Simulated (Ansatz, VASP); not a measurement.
# Hf5C3: VASP beside Ansatz

```xyz
8
Lattice="3.7763 2.1803 3.7250 -3.7763 2.1803 3.7250 0.0000 -4.3605 3.7250" Properties=species:S:1:pos:R:3 pbc="T T T"
Hf    0.0000    0.0000    9.0643
Hf    0.0000    0.0000    2.1108
Hf   -1.6714    0.0000    5.5876
Hf    0.8357   -1.4475    5.5876
Hf    0.8357    1.4475    5.5876
C     0.0000    0.0000    6.9517
C     0.0000    0.0000    4.2234
C     0.0000    0.0000    0.0000
```

Alike in both runs: functional PBE; k mesh 3 × 3 × 3; occupations gaussian, width 0.2 eV; no spin polarisation.

Ansatz relaxed the structure, and its values are those at the end. VASP's run is a single point on that final structure, the one shown.

```csv
,VASP,Ansatz
version,VASP 6.6.1,Ansatz 0.2.0
potentials or method,"VASP PAW PBE potentials, release 64 (Hf_pv, C), cutoff 520 eV","scalar-relativistic, plane waves, PAW"
valence electrons in the cell,62,142
```

VASP gave:

- gap on the k mesh at the Fermi level (eV): none
- pressure (GPa): -0.2
- rms of the force components (eV/Å): 0.039

Q: Estimate Ansatz's values.

A: gap on the k mesh at the Fermi level (eV): none; pressure (GPa): 0.1; rms of the force components (eV/Å): 0.013.

A gap of «none» marks a metal or a gap that the smearing closes. VASP's potentials hold 62 valence electrons a cell and Ansatz's 142, so a difference there can come from the potentials and not from the codes.

The k mesh is coarse, so the values compare programs but aren't converged. Spin-orbit coupling is off throughout.
